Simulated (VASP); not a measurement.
Here is a VASP 6.6.1 calculation.

File INCAR:

```
PREC     = Accurate       # precision mode
ENCUT    = 520            # plane-wave cutoff, eV
EDIFF    = 1E-8           # SCF threshold, eV
ISMEAR   = -1             # smearing method
SIGMA    = 0.02           # smearing width, eV
LREAL    = F              # projectors in reciprocal space
LASPH    = T              # aspherical terms in the spheres
NELM     = 100            # most SCF steps
ALGO     = Normal         # electronic algorithm
ISIF     = 2              # what is computed and relaxed
LWAVE    = F              # write WAVECAR
LCHARG   = F              # write CHGCAR
GGA      = PE             # functional
IVDW     = 12             # dispersion correction
LEFG     = T            
NBANDS   = 12             # bands
```

KPOINTS

```
regular mesh
0
Gamma
  9 9 9
```

File POSCAR:

```
LiCl
1.0
    0.0000000000      2.5647700000      2.5647700000
    2.5647700000      0.0000000000      2.5647700000
    2.5647700000      2.5647700000      0.0000000000
Li Cl
1 1
Direct
    0.0000000000      0.0000000000      0.0000000000
    0.5000000000      0.5000000000      0.5000000000
```

Potentials or basis: VASP PAW PBE potentials, release 64 (Li_sv, Cl).

Run with:

```console
$ cat potpaw_PBE.64/Li_sv/POTCAR potpaw_PBE.64/Cl/POTCAR > POTCAR
$ mpirun -np 1 vasp_std > vasp.out
```

Task: What does it give for the dispersion energy per atom?

Result: -0.225 eV.

Task: What does it give for the band gap on the k mesh?

Result: 6.34 eV, direct.

Caveat: three body term missing; without QUAD_EFG the Cq values of the log hold for a quadrupole moment of 1 mb, not for the nuclei. A k mesh can miss the band edges.
